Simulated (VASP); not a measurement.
# Al (Im-3m) in VASP: a series of runs, part 2 of 3

VASP 6.6.1. Earlier steps stand in the parts before.

## 3. Electric field gradients, r2SCAN (volume scaled by 0.97)

Contents of POSCAR:

```
Al
1.0
   -1.5751446750      1.5751446750      1.5751446750
    1.5751446750     -1.5751446750      1.5751446750
    1.5751446750      1.5751446750     -1.5751446750
Al
1
Direct
    0.0000000000      0.0000000000      0.0000000000
```

Contents of INCAR.step1:

```
PREC     = Accurate       # precision mode
ENCUT    = 520            # plane-wave cutoff, eV
ISMEAR   = -1             # smearing method
SIGMA    = 0.08           # smearing width, eV
LREAL    = False          # projectors in reciprocal space
LASPH    = True           # aspherical terms in the spheres
NELM     = 80             # most SCF steps
NBANDS   = 8              # bands
GGA      = PE             # functional
ALGO     = Normal         # electronic algorithm
EDIFF    = 1E-4           # SCF threshold, eV
LWAVE    = True           # write WAVECAR
LCHARG   = False          # write CHGCAR
```

Contents of INCAR.step2:

```
PREC     = Accurate       # precision mode
ENCUT    = 520            # plane-wave cutoff, eV
EDIFF    = 1E-8           # SCF threshold, eV
ISMEAR   = -1             # smearing method
SIGMA    = 0.08           # smearing width, eV
LREAL    = False          # projectors in reciprocal space
LASPH    = True           # aspherical terms in the spheres
NELM     = 80             # most SCF steps
ALGO     = Normal         # electronic algorithm
ISIF     = 2              # what is computed and relaxed
LWAVE    = False          # write WAVECAR
LCHARG   = False          # write CHGCAR
METAGGA  = R2SCAN         # meta-GGA
LMIXTAU  = True         
LEFG     = True         
NBANDS   = 8              # bands
ISTART   = 1
```

Contents of KPOINTS:

```
Automatic mesh
0
Gamma
  18 18 18
```

Potentials or basis: VASP PAW PBE potentials, release 64 (Al).

On the command line:

```bash
cat potpaw_PBE.64/Al/POTCAR > POTCAR
cp INCAR.step1 INCAR
mpirun -np 1 vasp_std > vasp.out
cp INCAR.step2 INCAR
mpirun -np 1 vasp_std > vasp.out
```

OUTCAR:

```text
PREC = Accurate
   ENCUT = 520
   EDIFF = 1E-8
   ISMEAR = -1
   LREAL = False
   LASPH = True
   NELM = 80
   ISIF = 2
   METAGGA = R2SCAN
   ISTART = 1

 ion  position               nearest neighbor table
   1  0.000  0.000  0.000-

  LATTYP: Found a body centered cubic cell.
 ALAT       =     3.1502893500

  Lattice vectors:

 A1 = (  -1.5751446750,   1.5751446750,   1.5751446750)
[... 470 lines left out ...]
    total drift:                                0.000000     -0.000000     -0.000000

  FREE ENERGIE OF THE ION-ELECTRON SYSTEM (eV)
  ---------------------------------------------------
  free  energy   TOTEN  =        -6.6250321621 eV

  energy  without entropy=       -6.6169604402  energy(sigma->0) =       -6.62099630

 Electric field gradients (V/A^2)
---------------------------------------------------------------------
 ion       V_xx      V_yy      V_zz      V_xy      V_xz      V_yz
---------------------------------------------------------------------
   1       0.000    -0.000    -0.000    -0.000    -0.000    -0.000
---------------------------------------------------------------------

 Electric field gradients after diagonalization (V/A^2)
 (convention: |V_zz| > |V_xx| > |V_yy|)
----------------------------------------------------------------------
 ion       V_xx      V_yy      V_zz     asymmetry (V_yy - V_xx)/ V_zz
----------------------------------------------------------------------
   1       0.000     0.000    -0.000       0.000
----------------------------------------------------------------------

           NMR quadrupolar parameters

 Cq : quadrupolar parameter    Cq=e*Q*V_zz/h
 eta: asymmetry parameters     (V_yy - V_xx)/ V_zz
 Q  : nuclear electric quadrupole moment in mb (millibarn)
----------------------------------------------------------------------
 ion       Cq(MHz)       eta       Q (mb)
----------------------------------------------------------------------
   1      -0.000       0.000       1.000
----------------------------------------------------------------------
```

OUTCAR.step1:

```text
PREC = Accurate
   ENCUT = 520
   ISMEAR = -1
   LREAL = False
   LASPH = True
   NELM = 80
[... 478 lines left out ...]
 POSITION                                       TOTAL-FORCE (eV/Angst)
 -----------------------------------------------------------------------------------
      0.00000      0.00000      0.00000        -0.000000     -0.000000      0.000000
 -----------------------------------------------------------------------------------
    total drift:                                0.000000      0.000000     -0.000000

  FREE ENERGIE OF THE ION-ELECTRON SYSTEM (eV)
  ---------------------------------------------------
  free  energy   TOTEN  =        -3.6310856453 eV

  energy  without entropy=       -3.6227849816  energy(sigma->0) =       -3.62693531
```

OSZICAR.step1:

```text
N       E                     dE             d eps       ncg     rms          rms(c)
DAV:   1    -0.228206244614E+01   -0.22821E+01   -0.89501E+02  3136   0.208E+02
DAV:   2    -0.365055839101E+01   -0.13685E+01   -0.13383E+01  4456   0.188E+01
DAV:   3    -0.365709155528E+01   -0.65332E-02   -0.65279E-02  3816   0.143E+00
DAV:   4    -0.365711325424E+01   -0.21699E-04   -0.21699E-04  4632   0.745E-02
DAV:   5    -0.365711330533E+01   -0.51089E-07   -0.51599E-07  3824   0.245E-03    0.134E+00
DAV:   6    -0.364176026735E+01    0.15353E-01   -0.17733E-03  3496   0.190E-01    0.774E-01
DAV:   7    -0.363109134276E+01    0.10669E-01   -0.53305E-03  3480   0.309E-01    0.150E-01
DAV:   8    -0.363108564531E+01    0.56975E-05   -0.20154E-05  3792   0.311E-02
   1 F= -.36310856E+01 E0= -.36269353E+01  d E =-.830066E-02
```

Wall time 56 s (1 thread of Intel Xeon 6975P-C, shared host); peak memory 0.13 GiB.

Results:

```yaml
Free_energy: -6.6250 eV
Pressure: 2.9 GPa
```

Caveat: the cell differs from its parent crystal (volume scaled by 0.97); without QUAD_EFG the Cq values of the log hold for a quadrupole moment of 1 mb, not for the nuclei; the PAW data sets were made with another functional, which shifts forces and pressure a little.

## 4. Electric field gradients, r2SCAN

This run uses another cell than the first one, of 16.12 Å³/atom, 1.063 times its volume.

Contents of POSCAR:

```
Al
1.0
   -1.5912186900      1.5912186900      1.5912186900
    1.5912186900     -1.5912186900      1.5912186900
    1.5912186900      1.5912186900     -1.5912186900
Al
1
Direct
    0.0000000000      0.0000000000      0.0000000000
```

Contents of INCAR.step1:

```
SYSTEM = Al
PREC = Accurate
ENCUT = 520
ISMEAR = -1
SIGMA = 0.08
LREAL = .False.
LASPH = .True.
NELM = 100
NBANDS = 8
GGA = PE
ALGO = Normal
EDIFF = 1E-4
LWAVE = .True.
LCHARG = .False.
```

Contents of INCAR.step2:

```
SYSTEM = Al
PREC = Accurate
ENCUT = 520
EDIFF = 1E-8
ISMEAR = -1
SIGMA = 0.08
LREAL = .False.
LASPH = .True.
NELM = 100
ALGO = Normal
ISIF = 2
LWAVE = .False.
LCHARG = .False.
METAGGA = R2SCAN
LMIXTAU = .True.
LEFG = .True.
NBANDS = 8
ISTART = 1
```

Contents of KPOINTS:

```
regular mesh
0
Gamma
  18 18 18
  0 0 0
```

Potentials or basis: VASP PAW PBE potentials, release 64 (Al).

On the command line:

```bash
cat potpaw_PBE.64/Al/POTCAR > POTCAR
cp INCAR.step1 INCAR
mpirun -np 1 vasp_std > vasp.out
cp INCAR.step2 INCAR
mpirun -np 1 vasp_std > vasp.out
```

OUTCAR:

```text
SYSTEM = Al
   PREC = Accurate
   ENCUT = 520
   EDIFF = 1E-8
   ISMEAR = -1
   LREAL = .False.
   LASPH = .True.
   NELM = 100
   ISIF = 2
   METAGGA = R2SCAN
   ISTART = 1

 ion  position               nearest neighbor table
   1  0.000  0.000  0.000-

  LATTYP: Found a body centered cubic cell.
 ALAT       =     3.1824373800

  Lattice vectors:

 A1 = (  -1.5912186900,   1.5912186900,   1.5912186900)
 A2 = (   1.5912186900,  -1.5912186900,   1.5912186900)
 A3 = (   1.5912186900,   1.5912186900,  -1.5912186900)

Analysis of symmetry for initial positions (statically):
=====================================================================
 Subroutine PRICEL returns:
 Original cell was already a primitive cell.

 Routine SETGRP: Setting up the symmetry group for a
 body centered cubic supercell.

 Subroutine GETGRP returns: Found 48 space group operations
 (whereof 48 operations were pure point group operations)
 out of a pool of 48 trial point group operations.

The static configuration has the point symmetry O_h .

Analysis of symmetry for dynamics (positions and initial velocities):
=====================================================================
 Subroutine PRICEL returns:
 Original cell was already a primitive cell.

 Routine SETGRP: Setting up the symmetry group for a
 body centered cubic supercell.

 Subroutine GETGRP returns: Found 48 space group operations
 (whereof 48 operations were pure point group operations)
 out of a pool of 48 trial point group operations.

The dynamic configuration has the point symmetry O_h .

 Subroutine INISYM returns: Found 48 space group operations
 (whereof 48 operations are pure point group operations),
 and found     1 'primitive' translations

[... 144 lines left out ...]
 Fermi energy:         8.3022285285

 k-point     1 :       0.0000    0.0000    0.0000
  band No.  band energies     occupation
      1      -3.7481      2.00000
      2      22.4624      0.00000
      3      22.4625      0.00000
      4      22.4625      0.00000
      5      24.5662      0.00000
      6      24.5662      0.00000
      7      24.5662      0.00000
      8      25.7310      0.00000
[... 243 lines left out ...]
 k-point    24 :       0.3889    0.1111    0.0000
  band No.  band energies     occupation
      1       2.5235      2.00000
      2       5.9072      2.00000
      3      13.8336      0.00000
      4      17.0315      0.00000
      5      20.6831      0.00000
      6      23.6482      0.00000
      7      28.3947      0.00000
      8      31.0771      0.00000

 [... further k-points ...]
[... 5 lines left out ...]
  --------------------------------------------------------------------------------------
  -------------------------------------------------------------------------------------
  Total        0.0158969      0.0158969      0.0158969      0.0000000     -0.0000000      0.0000000
  in kB        1.5804230      1.5804230      1.5804230      0.0000000     -0.0000000      0.0000000
  external PRESSURE =       1.5804230 kB  Pullay stress =       0.0000000 kB

 VOLUME and BASIS-vectors are now :
 -----------------------------------------------------------------------------
  energy-cutoff  :      520.00
  volume of cell :       16.12
      direct lattice vectors                 reciprocal lattice vectors
    -1.591218690  1.591218690  1.591218690     0.000000000  0.314224565  0.314224565
     1.591218690 -1.591218690  1.591218690     0.314224565  0.000000000  0.314224565
     1.591218690  1.591218690 -1.591218690     0.314224565  0.314224565  0.000000000

 POSITION                                       TOTAL-FORCE (eV/Angst)
 -----------------------------------------------------------------------------------
      0.00000      0.00000      0.00000        -0.000000      0.000000     -0.000000
 -----------------------------------------------------------------------------------
    total drift:                                0.000000      0.000000      0.000000

  FREE ENERGIE OF THE ION-ELECTRON SYSTEM (eV)
  ---------------------------------------------------
  free  energy   TOTEN  =        -6.6294153234 eV

  energy  without entropy=       -6.6212479166  energy(sigma->0) =       -6.62533162

 Electric field gradients (V/A^2)
---------------------------------------------------------------------
 ion       V_xx      V_yy      V_zz      V_xy      V_xz      V_yz
---------------------------------------------------------------------
   1       0.000    -0.000    -0.000    -0.000    -0.000    -0.000
---------------------------------------------------------------------

 Electric field gradients after diagonalization (V/A^2)
 (convention: |V_zz| > |V_xx| > |V_yy|)
----------------------------------------------------------------------
 ion       V_xx      V_yy      V_zz     asymmetry (V_yy - V_xx)/ V_zz
----------------------------------------------------------------------
   1       0.000     0.000    -0.000       0.000
----------------------------------------------------------------------

           NMR quadrupolar parameters

 Cq : quadrupolar parameter    Cq=e*Q*V_zz/h
 eta: asymmetry parameters     (V_yy - V_xx)/ V_zz
 Q  : nuclear electric quadrupole moment in mb (millibarn)
----------------------------------------------------------------------
 ion       Cq(MHz)       eta       Q (mb)
----------------------------------------------------------------------
   1      -0.000       0.000       1.000
----------------------------------------------------------------------
```

Run time: 72 s. Hardware: 1 thread of Intel Xeon 6975P-C, shared host; peak memory 0.14 GiB.

What came out:

| Quantity | Value |
| --- | --- |
| Free energy | -6.6294 eV |
| Pressure | 0.2 GPa |

Caveat: without QUAD_EFG the Cq values of the log hold for a quadrupole moment of 1 mb, not for the nuclei; the PAW data sets were made with another functional, which shifts forces and pressure a little.

## 5. Electric field gradients, r2SCAN

This run uses another cell than the first one, of 16.12 Å³/atom, 1.063 times its volume.

POSCAR is that of step 4.

Contents of INCAR.step1:

```
PREC = Accurate ; ENCUT = 520
ISMEAR = -1 ; SIGMA = 0.08
LREAL = False ; LASPH = True
NELM = 60 ; NBANDS = 8
GGA = PE ; ALGO = Normal
EDIFF = 1E-4 ; LWAVE = True
LCHARG = False
```

Contents of INCAR.step2:

```
PREC = Accurate ; ENCUT = 520
EDIFF = 1E-8 ; ISMEAR = -1
SIGMA = 0.08 ; LREAL = False
LASPH = True ; NELM = 60
ALGO = Normal ; ISIF = 2
LWAVE = False ; LCHARG = False
METAGGA = R2SCAN ; LMIXTAU = True
LEFG = True ; NBANDS = 8
ISTART = 1
```

Contents of KPOINTS:

```
Automatic mesh
0
Gamma
  18 18 18
```

Potentials or basis: VASP PAW PBE potentials, release 64 (Al).

On the command line:

```bash
cat potpaw_PBE.64/Al/POTCAR > POTCAR
cp INCAR.step1 INCAR
mpirun -np 1 vasp_std > vasp.out
cp INCAR.step2 INCAR
mpirun -np 1 vasp_std > vasp.out
```

OUTCAR:

```text
PREC = Accurate
   ENCUT = 520
   EDIFF = 1E-8
   ISMEAR = -1
   LREAL = False
   LASPH = True
   NELM = 60
   ISIF = 2
   METAGGA = R2SCAN
   ISTART = 1

 ion  position               nearest neighbor table
   1  0.000  0.000  0.000-

  LATTYP: Found a body centered cubic cell.
 ALAT       =     3.1824373800

  Lattice vectors:

 A1 = (  -1.5912186900,   1.5912186900,   1.5912186900)
 A2 = (   1.5912186900,  -1.5912186900,   1.5912186900)
 A3 = (   1.5912186900,   1.5912186900,  -1.5912186900)

Analysis of symmetry for initial positions (statically):
=====================================================================
 Subroutine PRICEL returns:
 Original cell was already a primitive cell.

 Routine SETGRP: Setting up the symmetry group for a
 body centered cubic supercell.

[... 444 lines left out ...]
  external PRESSURE =       1.5804230 kB  Pullay stress =       0.0000000 kB

 VOLUME and BASIS-vectors are now :
 -----------------------------------------------------------------------------
  energy-cutoff  :      520.00
  volume of cell :       16.12
      direct lattice vectors                 reciprocal lattice vectors
    -1.591218690  1.591218690  1.591218690     0.000000000  0.314224565  0.314224565
     1.591218690 -1.591218690  1.591218690     0.314224565  0.000000000  0.314224565
     1.591218690  1.591218690 -1.591218690     0.314224565  0.314224565  0.000000000

 POSITION                                       TOTAL-FORCE (eV/Angst)
 -----------------------------------------------------------------------------------
      0.00000      0.00000      0.00000        -0.000000      0.000000     -0.000000
 -----------------------------------------------------------------------------------
    total drift:                                0.000000      0.000000      0.000000

  FREE ENERGIE OF THE ION-ELECTRON SYSTEM (eV)
  ---------------------------------------------------
  free  energy   TOTEN  =        -6.6294153234 eV

  energy  without entropy=       -6.6212479166  energy(sigma->0) =       -6.62533162

 Electric field gradients (V/A^2)
---------------------------------------------------------------------
 ion       V_xx      V_yy      V_zz      V_xy      V_xz      V_yz
---------------------------------------------------------------------
   1       0.000    -0.000    -0.000    -0.000    -0.000    -0.000
---------------------------------------------------------------------

 Electric field gradients after diagonalization (V/A^2)
 (convention: |V_zz| > |V_xx| > |V_yy|)
----------------------------------------------------------------------
 ion       V_xx      V_yy      V_zz     asymmetry (V_yy - V_xx)/ V_zz
----------------------------------------------------------------------
   1       0.000     0.000    -0.000       0.000
----------------------------------------------------------------------

           NMR quadrupolar parameters

 Cq : quadrupolar parameter    Cq=e*Q*V_zz/h
 eta: asymmetry parameters     (V_yy - V_xx)/ V_zz
 Q  : nuclear electric quadrupole moment in mb (millibarn)
----------------------------------------------------------------------
 ion       Cq(MHz)       eta       Q (mb)
----------------------------------------------------------------------
   1      -0.000       0.000       1.000
----------------------------------------------------------------------
```

OUTCAR.step1:

```text
PREC = Accurate
   ENCUT = 520
   ISMEAR = -1
   LREAL = False
   LASPH = True
   NELM = 60
[... 478 lines left out ...]
 POSITION                                       TOTAL-FORCE (eV/Angst)
 -----------------------------------------------------------------------------------
      0.00000      0.00000      0.00000        -0.000000      0.000000      0.000000
 -----------------------------------------------------------------------------------
    total drift:                                0.000000      0.000000     -0.000000

  FREE ENERGIE OF THE ION-ELECTRON SYSTEM (eV)
  ---------------------------------------------------
  free  energy   TOTEN  =        -3.6465503757 eV

  energy  without entropy=       -3.6383290248  energy(sigma->0) =       -3.64243970
```

OSZICAR.step1:

```text
N       E                     dE             d eps       ncg     rms          rms(c)
DAV:   1    -0.227850072515E+01   -0.22785E+01   -0.89675E+02  3136   0.208E+02
DAV:   2    -0.366431075989E+01   -0.13858E+01   -0.13487E+01  4392   0.187E+01
DAV:   3    -0.367156561896E+01   -0.72549E-02   -0.72466E-02  3840   0.150E+00
DAV:   4    -0.367158578874E+01   -0.20170E-04   -0.20170E-04  4616   0.722E-02
DAV:   5    -0.367158587789E+01   -0.89147E-07   -0.88529E-07  3848   0.307E-03    0.129E+00
DAV:   6    -0.365682284282E+01    0.14763E-01   -0.18798E-03  3568   0.196E-01    0.742E-01
DAV:   7    -0.364655653344E+01    0.10266E-01   -0.56084E-03  3456   0.318E-01    0.144E-01
DAV:   8    -0.364655037568E+01    0.61578E-05   -0.20235E-05  3776   0.310E-02
   1 F= -.36465504E+01 E0= -.36424397E+01  d E =-.822135E-02
```

It took 64 s on 1 thread of Intel Xeon 6975P-C, shared host; peak memory 0.14 GiB.

Results:

| Property | Result |
| --- | --- |
| Free energy | -6.6294 eV |
| Pressure | 0.2 GPa |

Caveat: without QUAD_EFG the Cq values of the log hold for a quadrupole moment of 1 mb, not for the nuclei; the PAW data sets were made with another functional, which shifts forces and pressure a little.

(Part 2 of 3 ends here.)
